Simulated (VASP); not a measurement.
Set up this calculation in VASP 6.6.1, as the native input.

* Task: single point
* Functional: LDA
* Potentials or basis: VASP PAW LDA potentials, release 64 (Ba_sv, Li_sv, F)
* Cutoff: 520 eV
* k mesh: 6 × 6 × 6
* Occupations: gaussian, width 0.05 eV
* Spin: no spin polarisation
* Dipole correction: no
* Further INCAR settings: ALGO = Normal; EDIFF = 1e-06; NBANDS = 25

The structure of BaLiF3 lies in POSCAR:

```
BaLiF3
1.0
    4.2877252630      0.0000000000      0.0000000000
    0.0000000000      4.2877252630      0.0000000000
    0.0000000000      0.0000000000      3.9885816400
Ba Li F
1 1 3
Direct
    0.0000000000      0.0000000000      0.0000000000
    0.5000000000      0.5000000000      0.5000000000
    0.0000000000      0.5000000000      0.5000000000
    0.5000000000      0.5000000000      0.0000000000
    0.5000000000      0.0000000000      0.5000000000
```

This cell differs from its parent crystal: strain +0.0750 x Voigt [1, 1, 0, 0, 0, 0].

These files were run (other wordings do the same):

INCAR

```
SYSTEM = BaLiF3
ALGO     = Normal         ! electronic algorithm
EDIFF    = 1E-6           ! SCF threshold, eV
ENCUT    = 520            ! plane-wave cutoff, eV
ISIF     = 2              ! what is computed and relaxed
ISMEAR   = 0              ! smearing method
LASPH    = .True.         ! aspherical terms in the spheres
LCHARG   = .False.        ! write CHGCAR
LREAL    = .False.        ! projectors in reciprocal space
LWAVE    = .False.        ! write WAVECAR
NBANDS   = 25             ! bands
NELM     = 80             ! most SCF steps
PREC     = Accurate       ! precision mode
SIGMA    = 0.05           ! smearing width, eV
```

KPOINTS

```
k-points
0
Gamma
  6 6 6
  0 0 0
```

Potentials or basis: VASP PAW LDA potentials, release 64 (Ba_sv, Li_sv, F).

The run is started by

```bash
$ cat potpaw_LDA.64/Ba_sv/POTCAR potpaw_LDA.64/Li_sv/POTCAR potpaw_LDA.64/F/POTCAR > POTCAR
$ mpirun -np 1 vasp_std > vasp.out
```

It gave:

| Item | Value |
| --- | --- |
| Band gap on the k mesh | 5.80 eV (least direct gap 5.81 eV) |

Caveat: the cell differs from its parent crystal (strain +0.0750 x Voigt [1, 1, 0, 0, 0, 0]); spin-orbit coupling is left out, which moves the levels of the heavy elements.

Wall time 36 s on 1 thread of Intel(R) Xeon(R) Platinum 8259CL CPU @ 2.50GHz (Skylake/Cascade Lake), with other jobs on the host, peak memory 0.2 GiB.
